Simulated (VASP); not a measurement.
# Ga3IrRu (Pm-3m) in VASP: single point with PBE

Aim: the single point of Ga3IrRu with PBE.

All numbers are computed with VASP 6.6.1; they aren't measurements. Logs are shortened: lines on timing, memory, paths and dates and some standing lists are left out, and cuts for length are marked.

### Step 1. The cell of the first run

Symmetry: Pm-3m, No. 221, cubic system. The conventional cell has a = 4.630 Å, b = 4.630 Å, c = 4.630 Å, α = 90.00°, β = 90.00°, γ = 90.00°. Within 3.1 Å of Ga (site symmetry 4/mmm) lie 2 Ru at 2.32 Å. Within 3.1 Å of Ru (site symmetry m-3m) lie 6 Ga at 2.32 Å. Ir (site symmetry m-3m) has 12 Ga at 3.27 Å and 8 Ru at 4.01 Å within 4.3 Å.

### Step 2. Single point, PBE, collinear spin, ferromagnetic start

Input file INCAR:

```
ALGO     = Normal         # electronic algorithm
EDIFF    = 1E-6           # SCF threshold, eV
ENCUT    = 520            # plane-wave cutoff, eV
GGA      = PE             # functional
ISIF     = 2              # what is computed and relaxed
ISMEAR   = 0              # smearing method
ISPIN    = 2              # spin polarisation
LASPH    = T              # aspherical terms in the spheres
LCHARG   = F              # write CHGCAR
LMAXMIX  = 4              # l up to which the mixer works
LORBIT   = 11             # projections on sites
LREAL    = F              # projectors in reciprocal space
LWAVE    = F              # write WAVECAR
MAGMOM   = 0 0 0 0.11 0.82 # initial moments
NBANDS   = 43             # bands
NELM     = 150            # most SCF steps
PREC     = Accurate       # precision mode
SIGMA    = 0.1            # smearing width, eV
```

Input file KPOINTS:

```
k-points
0
Gamma
  8 8 8
```

Input file POSCAR:

```
Ga3IrRu
1.0
    4.6300065167      0.0000000000      0.0000000000
    0.0000000000      4.6300065167      0.0000000000
    0.0000000000      0.0000000000      4.6300065167
Ga Ru Ir
3 1 1
Direct
    0.5000000000      0.0000000000      0.5000000000
    0.0000000000      0.5000000000      0.5000000000
    0.5000000000      0.5000000000      0.0000000000
    0.5000000000      0.5000000000      0.5000000000
    0.0000000000      0.0000000000      0.0000000000
```

Potentials or basis: VASP PAW PBE potentials, release 64 (Ga_d, Ru_pv, Ir).

The run is started by

```bash
$ cat potpaw_PBE.64/Ga_d/POTCAR potpaw_PBE.64/Ru_pv/POTCAR potpaw_PBE.64/Ir/POTCAR > POTCAR
$ mpirun -np 1 vasp_std > vasp.out
```

OUTCAR:

```text
EDIFF = 1E-6
   ENCUT = 520
   GGA = PE
   ISIF = 2
   ISMEAR = 0
   ISPIN = 2
   LASPH = T
   LORBIT = 11
   LREAL = F
   NELM = 150
   PREC = Accurate

 ion  position               nearest neighbor table
   1  0.500  0.000  0.500-   4 2.32   4 2.32
   2  0.000  0.500  0.500-   4 2.32   4 2.32
   3  0.500  0.500  0.000-   4 2.32   4 2.32
   4  0.500  0.500  0.500-   1 2.32   2 2.32   3 2.32   3 2.32   1 2.32   2 2.32
   5  0.000  0.000  0.000-

  LATTYP: Found a simple cubic cell.
 ALAT       =     4.6300065167

  Lattice vectors:

 A1 = (   4.6300065167,   0.0000000000,   0.0000000000)
 A2 = (   0.0000000000,   4.6300065167,   0.0000000000)
 A3 = (   0.0000000000,   0.0000000000,   4.6300065167)

Analysis of symmetry for initial positions (statically):
=====================================================================
 Subroutine PRICEL returns:
 Original cell was already a primitive cell.

 Routine SETGRP: Setting up the symmetry group for a
 simple cubic supercell.

 Subroutine GETGRP returns: Found 48 space group operations
 (whereof 48 operations were pure point group operations)
 out of a pool of 48 trial point group operations.

The static configuration has the point symmetry O_h .

Analysis of symmetry for dynamics (positions and initial velocities):
=====================================================================
 Subroutine PRICEL returns:
 Original cell was already a primitive cell.

 Routine SETGRP: Setting up the symmetry group for a
 simple cubic supercell.

 Subroutine GETGRP returns: Found 48 space group operations
 (whereof 48 operations were pure point group operations)
 out of a pool of 48 trial point group operations.

The dynamic configuration has the point symmetry O_h .

Analysis of structural, dynamic, and magnetic symmetry:
=====================================================================
 Subroutine PRICEL returns:
 Original cell was already a primitive cell.

 Routine SETGRP: Setting up the symmetry group for a
 simple cubic supercell.

 Subroutine GETGRP returns: Found 48 space group operations
 (whereof 48 operations were pure point group operations)
 out of a pool of 48 trial point group operations.

The overall configuration has the point symmetry O_h .

 Subroutine INISYM returns: Found 48 space group operations
 (whereof 48 operations are pure point group operations),
 and found     1 'primitive' translations

----------------------------------------------------------------------------------------

                                     Primitive cell

  volume of cell :      99.2533

  direct lattice vectors                    reciprocal lattice vectors
     4.630006517  0.000000000  0.000000000     0.215982417  0.000000000  0.000000000
     0.000000000  4.630006517  0.000000000     0.000000000  0.215982417  0.000000000
     0.000000000  0.000000000  4.630006517     0.000000000  0.000000000  0.215982417

  length of vectors
     4.630006517  4.630006517  4.630006517     0.215982417  0.215982417  0.215982417

  position of ions in fractional coordinates (direct lattice)
     0.500000000  0.000000000  0.500000000
     0.000000000  0.500000000  0.500000000
     0.500000000  0.500000000  0.000000000
     0.500000000  0.500000000  0.500000000
     0.000000000  0.000000000  0.000000000

  ion indices of the primitive-cell ions
   primitive index   ion index
                 1           1
                 2           2
                 3           3
                 4           4
                 5           5

----------------------------------------------------------------------------------------

 KPOINTS: k-points

Automatic generation of k-mesh.
 Grid dimensions read from file:
 generate k-points for:    8    8    8

 Generating k-lattice:

  Cartesian coordinates                     Fractional coordinates (reciprocal lattice)
     0.026997802  0.000000000  0.000000000     0.125000000  0.000000000  0.000000000
     0.000000000  0.026997802  0.000000000     0.000000000  0.125000000  0.000000000
     0.000000000  0.000000000  0.026997802     0.000000000  0.000000000  0.125000000

  Length of vectors
     0.026997802  0.026997802  0.026997802

  Shift w.r.t. Gamma in fractional coordinates (k-lattice)
     0.000000000  0.000000000  0.000000000

 Subroutine IBZKPT returns following result:
 ===========================================

 Found     35 irreducible k-points:

 Following reciprocal coordinates:
            Coordinates               Weight
  0.000000  0.000000  0.000000      1.000000
  0.125000  0.000000  0.000000      6.000000
  0.250000  0.000000  0.000000      6.000000
  0.375000  0.000000  0.000000      6.000000
  0.500000  0.000000  0.000000      3.000000
  0.125000  0.125000  0.000000     12.000000
[... 16 lines left out ...]
  0.375000  0.375000  0.125000     24.000000
  0.500000  0.375000  0.125000     24.000000
 [... further k-points ...]
   k-points           NKPTS =     35   k-points in BZ     NKDIM =     35   number of bands    NBANDS=     43
   number of dos      NEDOS =    301   number of ions     NIONS =      5
   total plane-waves  NPLWV =  46656
   dimension x,y,z NGX =    36 NGY =   36 NGZ =   36
   dimension x,y,z NGXF=    72 NGYF=   72 NGZF=   72
   ions per type =               3   1   1
   NGX,Y,Z   is equivalent  to a cutoff of  12.93, 12.93, 12.93 a.u.
   NGXF,Y,Z  is equivalent  to a cutoff of  25.85, 25.85, 25.85 a.u.
 SYSTEM =  unknown system
   PREC   = accura    normal or accurate (medium, high low for compatibility)
   ISTART =      0    job   : 0-new  1-cont  2-samecut
   ICHARG =      2    charge: 1-file 2-atom 10-const
   ISPIN  =      2    spin polarized calculation?
   LNONCOLLINEAR =      F non collinear calculations
   LSORBIT =      F    spin-orbit coupling
   LASPH  =      T    aspherical Exc in radial PAW
   ENCUT  =  520.0 eV  38.22 Ry    6.18 a.u.   8.61  8.61  8.61*2*pi/ulx,y,z
   NELM   =    150;   NELMIN=  2; NELMDL= -5     # of ELM steps
   EDIFF  = 0.1E-05   stopping-criterion for ELM
   LREAL  =      F    real-space projection
   EDIFFG = 0.1E-04   stopping-criterion for IOM
   NSW    =      0    number of steps for IOM
   IBRION =     -1    ionic relax: 0-MD 1-quasi-New 2-CG
   NFREE  =      0    steps in history (QN), initial steepest desc. (CG)
   ISIF   =      2    stress and relaxation
   ISYM   =      2    0-nonsym 1-usesym 2-fastsym
   POTIM  = 0.5000    time-step for ionic-motion
   TEBEG  =    0.0;   TEEND  =   0.0 temperature during run
   PSTRESS=    0.0 pullay stress
   NELECT =      62.0000    total number of electrons
   NUPDOWN=      -1.0000    fix difference up-down
   EMIN   =  10.00;   EMAX   =-10.00  energy-range for DOS
   EFERMI =   0.00;   METHOD = LEGACY
   ISMEAR =     0;   SIGMA  =   0.10  broadening in eV -4-tet -1-fermi 0-gaus
   EFERMI_NEDOS =   21; number of points for ismear=-14 and -15
   IALGO  =     38    algorithm
   IMIX   =      4    mixing-type and parameters
     AMIX     =   0.40;   BMIX     =  1.00
     AMIX_MAG =   1.60;   BMIX_MAG =  1.00
  volume/ion in A,a.u.               =      19.85       133.96
  Fermi-wavevector in a.u.,A,eV,Ry     =   1.399449  2.644575 26.646438  1.958458
  Thomas-Fermi vector in A             =   2.522507
   LORBIT       =     11    0 simple, 1 ext, 2 COOP (PROOUT), +10 PAW based schemes
   GGA     = PE    functional components
   LHFCALC =     F    Hartree Fock is set to
   AEXX    =    0.0000 exact exchange contribution
   IVDW    =     0    specifies the selected vdW correction
   LEPSILON=     F    determine dielectric tensor
   LRPA    =     F    only Hartree local field effects (RPA)
 spin polarized calculation
 Gauss-broadening in eV      SIGMA  =   0.10
  energy-cutoff  :      520.00
  volume of cell :       99.25
 maximum number of plane-waves:      2721
 NGX is ok and might be reduce to    36
   NGX = 17   NGY = 17   NGZ = 17

 number of electron      62.0000001 magnetization       0.1611711

 Free energy of the ion-electron system (eV)
  ---------------------------------------------------
  ext. energy  EPLUGINS =         0.00000000
  ---------------------------------------------------
  free energy    TOTEN  =       -23.19842049 eV

  energy without entropy =      -23.17109345  energy(sigma->0) =      -23.18475697

 E-fermi :   4.9932     XC(G=0): -11.0233

 val. band max:        4.9803505619   @ k =   0.5000   0.5000   0.3750
 cond. band min:       4.9955598684   @ k =   0.5000   0.3750   0.3750
 fundamental gap:      0.0152093065
 Fermi energy:         4.9931583545

 spin component 1

 k-point     1 :       0.0000    0.0000    0.0000
  band No.  band energies     occupation
      1     -36.9170      1.00000
      2     -36.9170      1.00000
      3     -36.9170      1.00000
      4      -9.6240      1.00000
      5      -9.6240      1.00000
      6      -9.6225      1.00000
[... 35 lines left out ...]
     42      14.7735      0.00000
     43      14.7735      0.00000

 k-point     2 :       0.1250    0.0000    0.0000
  band No.  band energies     occupation
      1     -36.9181      1.00000
      2     -36.9171      1.00000
      3     -36.9171      1.00000
      4      -9.6238      1.00000
      5      -9.6228      1.00000
      6      -9.6017      1.00000
[... 35 lines left out ...]
     42      15.0040      0.00000
     43      15.1861      0.00000

 k-point     3 :       0.2500    0.0000    0.0000
  band No.  band energies     occupation
      1     -36.9207      1.00000
      2     -36.9171      1.00000
      3     -36.9171      1.00000
      4      -9.6232      1.00000
      5      -9.6223      1.00000
      6      -9.5792      1.00000
[... 919 lines left out ...]
      6      -9.5001      1.00000
[... 35 lines left out ...]
     42      13.7297      0.00000
     43      14.3200      0.00000

 k-point    24 :       0.5000    0.3750    0.1250
  band No.  band energies     occupation
      1     -36.9245      1.00000
      2     -36.9234      1.00000
      3     -36.9183      1.00000
      4      -9.6000      1.00000
      5      -9.5026      1.00000
      6      -9.4952      1.00000
[... 35 lines left out ...]
     42      13.8325      0.00000
     43      15.1103      0.00000

 [... further k-points ...]

 spin component 2

 k-point     1 :       0.0000    0.0000    0.0000
  band No.  band energies     occupation
      1     -36.9034      1.00000
      2     -36.9034      1.00000
      3     -36.9034      1.00000
      4      -9.6228      1.00000
      5      -9.6228      1.00000
      6      -9.6213      1.00000
[... 35 lines left out ...]
     42      14.7749      0.00000
     43      14.7749      0.00000

 k-point     2 :       0.1250    0.0000    0.0000
  band No.  band energies     occupation
      1     -36.9045      1.00000
      2     -36.9034      1.00000
      3     -36.9034      1.00000
      4      -9.6226      1.00000
      5      -9.6217      1.00000
      6      -9.6006      1.00000
[... 35 lines left out ...]
     42      15.0056      0.00000
     43      15.1868      0.00000

 k-point     3 :       0.2500    0.0000    0.0000
  band No.  band energies     occupation
      1     -36.9071      1.00000
      2     -36.9034      1.00000
      3     -36.9034      1.00000
      4      -9.6220      1.00000
      5      -9.6211      1.00000
      6      -9.5786      1.00000
[... 919 lines left out ...]
      6      -9.4992      1.00000
[... 35 lines left out ...]
     42      13.7357      0.00000
     43      14.3397      0.00000

 k-point    24 :       0.5000    0.3750    0.1250
  band No.  band energies     occupation
      1     -36.9108      1.00000
      2     -36.9097      1.00000
      3     -36.9046      1.00000
      4      -9.5989      1.00000
      5      -9.5018      1.00000
      6      -9.4945      1.00000
[... 35 lines left out ...]
     42      13.8386      0.00000
     43      15.1260      0.00000

 [... further k-points ...]
[... 5 lines left out ...]
  --------------------------------------------------------------------------------------
  -------------------------------------------------------------------------------------
  Total        0.1963173      0.1963173      0.1963173      0.0000000      0.0000000     -0.0000000
  in kB        3.1690156      3.1690156      3.1690156      0.0000000      0.0000000     -0.0000000
  external PRESSURE =       3.1690156 kB  Pullay stress =       0.0000000 kB

 VOLUME and BASIS-vectors are now :
 -----------------------------------------------------------------------------
  energy-cutoff  :      520.00
  volume of cell :       99.25
      direct lattice vectors                 reciprocal lattice vectors
     4.630006517  0.000000000  0.000000000     0.215982417  0.000000000  0.000000000
     0.000000000  4.630006517  0.000000000     0.000000000  0.215982417  0.000000000
     0.000000000  0.000000000  4.630006517     0.000000000  0.000000000  0.215982417

 POSITION                                       TOTAL-FORCE (eV/Angst)
 -----------------------------------------------------------------------------------
      2.31500      0.00000      2.31500         0.000000      0.000000      0.000000
      0.00000      2.31500      2.31500         0.000000      0.000000      0.000000
      2.31500      2.31500      0.00000         0.000000      0.000000      0.000000
      2.31500      2.31500      2.31500         0.000000      0.000000      0.000000
      0.00000      0.00000      0.00000         0.000000      0.000000      0.000000
 -----------------------------------------------------------------------------------
    total drift:                                0.000000      0.000000      0.000000

  FREE ENERGIE OF THE ION-ELECTRON SYSTEM (eV)
  ---------------------------------------------------
  free  energy   TOTEN  =       -23.1984204866 eV

  energy  without entropy=      -23.1710934497  energy(sigma->0) =      -23.18475697

 total charge

# of ion       s       p       d       tot
------------------------------------------
    1        0.966   0.639  10.007  11.612
    2        0.966   0.639  10.007  11.612
    3        0.966   0.639  10.007  11.612
    4        0.431   6.246   6.474  13.151
    5        0.484   0.116   7.072   7.671
--------------------------------------------------
tot          3.813   8.279  43.567  55.659

 magnetization (x)

# of ion       s       p       d       tot
------------------------------------------
    1        0.002  -0.001   0.000   0.001
    2        0.002  -0.001   0.000   0.001
    3        0.002  -0.001   0.000   0.001
    4        0.002   0.000   0.018   0.020
    5        0.013   0.001   0.118   0.131
--------------------------------------------------
tot          0.021  -0.002   0.136   0.155
```

It took 12 min on 1 thread of AMD EPYC 7R13, shared host; peak memory 0.37 GiB.

Results:

| Item | Value |
| --- | --- |
| Free energy | -23.1984 eV |
| Pressure | 0.3 GPa |
| Net moment | 0.16 μB per cell |
| Site moments | Ga +0.00; Ru +0.02; Ir +0.13 μB |
| Valence electrons inside the program's atomic spheres | Ga 11.61; Ru 13.15; Ir 7.67 |

Levels at points of the mesh, in eV from the Fermi level:
Spin up:
| k point | band 27 | band 28 | band 29 | band 30 | band 31 | band 32 | band 33 | band 34 | band 35 | band 36 |
| --- | --- | --- | --- | --- | --- | --- | --- | --- | --- | --- |
| (0.00, 0.00, 0.00) | -1.13 | -0.89 | -0.89 | -0.47 | -0.47 | -0.47 | 0.71 | 3.35 | 3.35 | 4.18 |
| (0.50, 0.00, 0.00) | -1.58 | -1.29 | -0.75 | -0.67 | 0.60 | 1.62 | 1.62 | 3.10 | 3.46 | 3.46 |
| (0.50, 0.50, 0.00) | -0.73 | -0.51 | -0.42 | -0.42 | -0.21 | -0.09 | 1.69 | 2.28 | 2.28 | 5.04 |
| (0.50, 0.50, 0.50) | -2.85 | -0.76 | -0.44 | -0.44 | 0.11 | 0.11 | 0.11 | 1.34 | 1.34 | 1.34 |
Spin down:
| k point | band 29 | band 30 | band 31 | band 32 | band 33 | band 34 |
| --- | --- | --- | --- | --- | --- | --- |
| (0.00, 0.00, 0.00) | -0.84 | -0.39 | -0.39 | -0.39 | 0.75 | 3.36 |
| (0.50, 0.00, 0.00) | -0.65 | -0.62 | 0.63 | 1.66 | 1.66 | 3.11 |
| (0.50, 0.50, 0.00) | -0.34 | -0.34 | -0.11 | -0.05 | 1.69 | 2.28 |
| (0.50, 0.50, 0.50) | -0.39 | -0.39 | 0.20 | 0.20 | 0.20 | 1.36 |

Caveat: spin-orbit coupling is left out, which moves the levels of the heavy elements.
